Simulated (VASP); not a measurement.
# Ni (I4_1/amd) in VASP: notebook

Ni is run at these levels: PBE; tasks: single point, relaxation of shape and atoms at fixed volume.

Program: VASP 6.6.1. These are calculated values, not measurements. Logs are shortened: lines on timing, memory, paths and dates and some standing lists are left out, and cuts for length are marked.

**1. The cell of the first run**

It takes space group I4_1/amd (No. 141, tetragonal). Conventional cell: a = 4.053 Å, b = 4.053 Å, c = 2.196 Å, α = 90.00°, β = 90.00°, γ = 90.00°. Ni (site symmetry -4m2) has 10 Ni at 2.10 to 2.61 Å within 2.8 Å.

**2. Single point, PBE, collinear spin, ferromagnetic start (9.02 Å³/atom)**

Contents of INCAR:

```
ALGO     = Normal         # electronic algorithm
EDIFF    = 1E-6           # SCF threshold, eV
ENCUT    = 520            # plane-wave cutoff, eV
GGA      = PE             # functional
ISIF     = 2              # what is computed and relaxed
ISMEAR   = -1             # smearing method
ISPIN    = 2              # spin polarisation
LASPH    = T              # aspherical terms in the spheres
LCHARG   = T              # write CHGCAR
LELF     = T              # ELF
LMAXMIX  = 4              # l up to which the mixer works
LORBIT   = 11             # projections on sites
LREAL    = F              # projectors in reciprocal space
LVHAR    = T            
LWAVE    = F              # write WAVECAR
MAGMOM   = 1 1            # initial moments
NBANDS   = 21             # bands
NELM     = 150            # most SCF steps
PREC     = Accurate       # precision mode
SIGMA    = 0.1            # smearing width, eV
```

Contents of KPOINTS:

```
k-points
0
Gamma
  20 20 20
```

Contents of POSCAR:

```
Ni
1.0
   -2.0266854334      2.0266854334      1.0979047496
    2.0266854334     -2.0266854334      1.0979047496
    2.0266854334      2.0266854334     -1.0979047496
Ni
2
Direct
   -0.3750000000     -0.1250000000     -0.2500000000
    0.3750000000      0.1250000000      0.2500000000
```

Potentials or basis: VASP PAW PBE potentials, release 64 (Ni).

Run with:

```console
cat potpaw_PBE.64/Ni/POTCAR > POTCAR
mpirun -np 1 vasp_std > vasp.out
```

OUTCAR:

```text
EDIFF = 1E-6
   ENCUT = 520
   GGA = PE
   ISIF = 2
   ISMEAR = -1
   ISPIN = 2
   LASPH = T
   LORBIT = 11
   LREAL = F
   NELM = 150
   PREC = Accurate

 ion  position               nearest neighbor table
   1  0.625  0.875  0.750-   2 2.10   2 2.10   2 2.10   2 2.10   2 2.61   2 2.61   2 2.61   2 2.61

   2  0.375  0.125  0.250-   1 2.10   1 2.10   1 2.10   1 2.10   1 2.61   1 2.61   1 2.61   1 2.61

  LATTYP: Found a body centered tetragonal cell.
 ALAT       =     4.0533708668
 C/A-ratio  =     0.5417243009

  Lattice vectors:

 A1 = (  -2.0266854334,   2.0266854334,   1.0979047496)
 A2 = (   2.0266854334,  -2.0266854334,   1.0979047496)
 A3 = (   2.0266854334,   2.0266854334,  -1.0979047496)

Analysis of symmetry for initial positions (statically):
=====================================================================
 Subroutine PRICEL returns:
 Original cell was already a primitive cell.

 Routine SETGRP: Setting up the symmetry group for a
 body centered tetragonal supercell.

 Subroutine GETGRP returns: Found 16 space group operations
 (whereof  4 operations were pure point group operations)
 out of a pool of 16 trial point group operations.

The static configuration has the point symmetry C_2h.
 The point group associated with its full space group is D_4h.

Analysis of symmetry for dynamics (positions and initial velocities):
=====================================================================
 Subroutine PRICEL returns:
 Original cell was already a primitive cell.

 Routine SETGRP: Setting up the symmetry group for a
 body centered tetragonal supercell.

 Subroutine GETGRP returns: Found 16 space group operations
 (whereof  4 operations were pure point group operations)
 out of a pool of 16 trial point group operations.

The dynamic configuration has the point symmetry C_2h.
 The point group associated with its full space group is D_4h.

Analysis of structural, dynamic, and magnetic symmetry:
=====================================================================
 Subroutine PRICEL returns:
 Original cell was already a primitive cell.

 Routine SETGRP: Setting up the symmetry group for a
 body centered tetragonal supercell.

 Subroutine GETGRP returns: Found 16 space group operations
 (whereof  4 operations were pure point group operations)
 out of a pool of 16 trial point group operations.

The overall configuration has the point symmetry C_2h.
 The point group associated with its full space group is D_4h.

 Subroutine INISYM returns: Found 16 space group operations
 (whereof  4 operations are pure point group operations),
 and found     1 'primitive' translations

----------------------------------------------------------------------------------------

                                     Primitive cell

  volume of cell :      18.0384

  direct lattice vectors                    reciprocal lattice vectors
    -2.026685433  2.026685433  1.097904750     0.000000000  0.246708242  0.455412913
     2.026685433 -2.026685433  1.097904750     0.246708242  0.000000000  0.455412913
     2.026685433  2.026685433 -1.097904750     0.246708242  0.246708242  0.000000000

  length of vectors
     3.069251135  3.069251135  3.069251135     0.517943894  0.517943894  0.348898142

  position of ions in fractional coordinates (direct lattice)
     0.625000000  0.875000000  0.750000000
     0.375000000  0.125000000  0.250000000

  ion indices of the primitive-cell ions
   primitive index   ion index
                 1           1
                 2           2

----------------------------------------------------------------------------------------

 KPOINTS: k-points

Automatic generation of k-mesh.
 Grid dimensions read from file:
 generate k-points for:   20   20   20

 Generating k-lattice:

  Cartesian coordinates                     Fractional coordinates (reciprocal lattice)
     0.000000000  0.012335412  0.022770646     0.050000000  0.000000000 -0.000000000
     0.012335412  0.000000000  0.022770646     0.000000000  0.050000000 -0.000000000
     0.012335412  0.012335412  0.000000000     0.000000000  0.000000000  0.050000000

  Length of vectors
     0.025897195  0.025897195  0.017444907

  Shift w.r.t. Gamma in fractional coordinates (k-lattice)
     0.000000000  0.000000000  0.000000000

 Subroutine IBZKPT returns following result:
 ===========================================

 Found    641 irreducible k-points:

 Following reciprocal coordinates:
            Coordinates               Weight
  0.000000  0.000000  0.000000      1.000000
  0.050000 -0.000000  0.000000      8.000000
  0.100000 -0.000000  0.000000      8.000000
  0.150000  0.000000  0.000000      8.000000
  0.200000 -0.000000  0.000000      8.000000
  0.250000 -0.000000  0.000000      8.000000
[... 16 lines left out ...]
 -0.400000  0.050000 -0.000000     16.000000
 -0.350000  0.050000 -0.000000     16.000000
 [... further k-points ...]
   k-points           NKPTS =    641   k-points in BZ     NKDIM =    641   number of bands    NBANDS=     21
   number of dos      NEDOS =    301   number of ions     NIONS =      2
   total plane-waves  NPLWV =  13824
   dimension x,y,z NGX =    24 NGY =   24 NGZ =   24
   dimension x,y,z NGXF=    48 NGYF=   48 NGZF=   48
   ions per type =               2
   NGX,Y,Z   is equivalent  to a cutoff of  13.00, 13.00, 13.00 a.u.
   NGXF,Y,Z  is equivalent  to a cutoff of  26.00, 26.00, 26.00 a.u.
 SYSTEM =  unknown system
   PREC   = accura    normal or accurate (medium, high low for compatibility)
   ISTART =      0    job   : 0-new  1-cont  2-samecut
   ICHARG =      2    charge: 1-file 2-atom 10-const
   ISPIN  =      2    spin polarized calculation?
   LNONCOLLINEAR =      F non collinear calculations
   LSORBIT =      F    spin-orbit coupling
   LASPH  =      T    aspherical Exc in radial PAW
   ENCUT  =  520.0 eV  38.22 Ry    6.18 a.u.   5.71  5.71  5.71*2*pi/ulx,y,z
   NELM   =    150;   NELMIN=  2; NELMDL= -5     # of ELM steps
   EDIFF  = 0.1E-05   stopping-criterion for ELM
   LREAL  =      F    real-space projection
   EDIFFG = 0.1E-04   stopping-criterion for IOM
   NSW    =      0    number of steps for IOM
   IBRION =     -1    ionic relax: 0-MD 1-quasi-New 2-CG
   NFREE  =      0    steps in history (QN), initial steepest desc. (CG)
   ISIF   =      2    stress and relaxation
   ISYM   =      2    0-nonsym 1-usesym 2-fastsym
   POTIM  = 0.5000    time-step for ionic-motion
   TEBEG  =    0.0;   TEEND  =   0.0 temperature during run
   PSTRESS=    0.0 pullay stress
   NELECT =      20.0000    total number of electrons
   NUPDOWN=      -1.0000    fix difference up-down
   EMIN   =  10.00;   EMAX   =-10.00  energy-range for DOS
   EFERMI =   0.00;   METHOD = LEGACY
   ISMEAR =    -1;   SIGMA  =   0.10  broadening in eV -4-tet -1-fermi 0-gaus
   EFERMI_NEDOS =   21; number of points for ismear=-14 and -15
   IALGO  =     38    algorithm
   IMIX   =      4    mixing-type and parameters
     AMIX     =   0.40;   BMIX     =  1.00
     AMIX_MAG =   1.60;   BMIX_MAG =  1.00
  volume/ion in A,a.u.               =       9.02        60.86
  Fermi-wavevector in a.u.,A,eV,Ry     =   1.694412  3.201975 39.062767  2.871032
  Thomas-Fermi vector in A             =   2.775642
   LORBIT       =     11    0 simple, 1 ext, 2 COOP (PROOUT), +10 PAW based schemes
   GGA     = PE    functional components
   LHFCALC =     F    Hartree Fock is set to
   AEXX    =    0.0000 exact exchange contribution
   IVDW    =     0    specifies the selected vdW correction
   LEPSILON=     F    determine dielectric tensor
   LRPA    =     F    only Hartree local field effects (RPA)
 spin polarized calculation
  energy-cutoff  :      520.00
  volume of cell :       18.04
 maximum number of plane-waves:       501
   NGX = 11   NGY = 11   NGZ = 11

 number of electron      20.0000015 magnetization      -0.0029132

 number of electron      20.0000015 magnetization       0.0005426

 Free energy of the ion-electron system (eV)
  ---------------------------------------------------
  ext. energy  EPLUGINS =         0.00000000
  ---------------------------------------------------
  free energy    TOTEN  =        -8.86476264 eV

  energy without entropy =       -8.77140514  energy(sigma->0) =       -8.81808389

 E-fermi :  12.3866     XC(G=0): -14.3340

 val. band max:       12.3863602571   @ k =  -0.3500   0.2500   0.0500
 cond. band min:      12.3866655491   @ k =  -0.3500   0.2500   0.0500
 fundamental gap:      0.0003052920
 Fermi energy:        12.3866394718

 spin component 1

 k-point     1 :       0.0000    0.0000    0.0000
  band No.  band energies     occupation
      1       2.0371      1.00000
      2       6.3672      1.00000
      3       7.7785      1.00000
      4       8.2305      1.00000
      5       8.7637      1.00000
      6      11.2864      0.99998
[... 13 lines left out ...]
     20      42.4794      0.00000
     21      43.0074      0.00000
[... 529 lines left out ...]
 k-point    24 :      -0.3500    0.0500   -0.0000
  band No.  band energies     occupation
      1       5.6272      1.00000
      2       7.3725      1.00000
      3       8.0450      1.00000
      4       8.8199      1.00000
      5       9.3993      1.00000
      6       9.6845      1.00000
[... 13 lines left out ...]
     20      39.9298      0.00000
     21      42.4591      0.00000

 [... further k-points ...]

 spin component 2

 k-point     1 :       0.0000    0.0000    0.0000
  band No.  band energies     occupation
      1       2.0371      1.00000
      2       6.3674      1.00000
      3       7.7788      1.00000
      4       8.2307      1.00000
      5       8.7639      1.00000
      6      11.2867      0.99998
[... 13 lines left out ...]
     20      42.4793      0.00000
     21      43.0074      0.00000
[... 529 lines left out ...]
 k-point    24 :      -0.3500    0.0500   -0.0000
  band No.  band energies     occupation
      1       5.6272      1.00000
      2       7.3727      1.00000
      3       8.0452      1.00000
      4       8.8201      1.00000
      5       9.3995      1.00000
      6       9.6848      1.00000
[... 13 lines left out ...]
     20      39.9299      0.00000
     21      42.4591      0.00000

 [... further k-points ...]
[... 5 lines left out ...]
  --------------------------------------------------------------------------------------
  -------------------------------------------------------------------------------------
  Total        9.8300931      9.8300931      9.8594815     -0.0000000      0.0000000      0.0000000
  in kB      873.1138241    873.1138241    875.7241238     -0.0000000      0.0000000      0.0000000
  external PRESSURE =     873.9839240 kB  Pullay stress =       0.0000000 kB

 VOLUME and BASIS-vectors are now :
 -----------------------------------------------------------------------------
  energy-cutoff  :      520.00
  volume of cell :       18.04
      direct lattice vectors                 reciprocal lattice vectors
    -2.026685433  2.026685433  1.097904750     0.000000000  0.246708242  0.455412913
     2.026685433 -2.026685433  1.097904750     0.246708242  0.000000000  0.455412913
     2.026685433  2.026685433 -1.097904750     0.246708242  0.246708242  0.000000000

 POSITION                                       TOTAL-FORCE (eV/Angst)
 -----------------------------------------------------------------------------------
      2.02669      1.01334      0.82343         0.000000     -0.000000      0.000000
      0.00000      1.01334      0.27448        -0.000000      0.000000     -0.000000
 -----------------------------------------------------------------------------------
    total drift:                               -0.000000      0.000000      0.000000

  FREE ENERGIE OF THE ION-ELECTRON SYSTEM (eV)
  ---------------------------------------------------
  free  energy   TOTEN  =        -8.8647626431 eV

  energy  without entropy=       -8.7714051403  energy(sigma->0) =       -8.81808389

 total charge

# of ion       s       p       d       tot
------------------------------------------
    1        0.628   0.688   8.536   9.852
    2        0.628   0.688   8.536   9.852
--------------------------------------------------
tot          1.256   1.375  17.072  19.704

 magnetization (x)

# of ion       s       p       d       tot
------------------------------------------
    1       -0.000  -0.000   0.000   0.000
    2       -0.000  -0.000   0.000   0.000
--------------------------------------------------
tot         -0.000  -0.000   0.000   0.000
```

It took 3.8 min on 1 thread of Intel Xeon 6975P-C (Granite Rapids), shared host; peak memory 0.42 GiB.

Results:

- Free energy: -8.8648 eV
- Pressure: 87.4 GPa
- Band gap on the k mesh: zero (filled and empty bands overlap)
- Net moment: 0.00 μB per cell
- Valence electrons inside the program's atomic spheres: Ni 9.85

Levels at points of the mesh, in eV from the Fermi level:
Spin up:
```
           k point  band 7  band 8  band 9  band 10  band 11  band 12  band 13  band 14
(0.00, 0.00, 0.00)   -1.10   -1.05   -1.05     0.14     0.86     7.27     7.27    14.50
(0.50, 0.00, 0.00)   -1.64   -0.92   -0.24    -0.16     1.88     6.03     9.62     9.86
(0.50, 0.50, 0.00)   -1.38   -1.38   -0.53    -0.53    -0.23    -0.23    14.71    14.71
(0.50, 0.50, 0.50)   -1.50   -1.50   -0.90    -0.90    -0.85    -0.85     6.24     6.24
```
Spin down:
```csv
k point,band 6,band 7,band 8,band 9,band 10,band 11,band 12,band 13,band 14,band 15
"(0.00, 0.00, 0.00)",-1.10,-1.10,-1.05,-1.05,0.14,0.86,7.27,7.27,14.50,17.29
"(0.50, 0.00, 0.00)",-2.19,-1.64,-0.92,-0.24,-0.16,1.88,6.03,9.62,9.86,14.56
"(0.50, 0.50, 0.00)",-3.06,-1.38,-1.38,-0.53,-0.53,-0.23,-0.23,14.71,14.71,17.61
"(0.50, 0.50, 0.50)",-1.68,-1.50,-1.50,-0.90,-0.90,-0.85,-0.85,6.24,6.24,23.68
```

Caveat: the cell stands under pressure; the moments typed at the start vanished in this run.

[end of part 1 of 2]
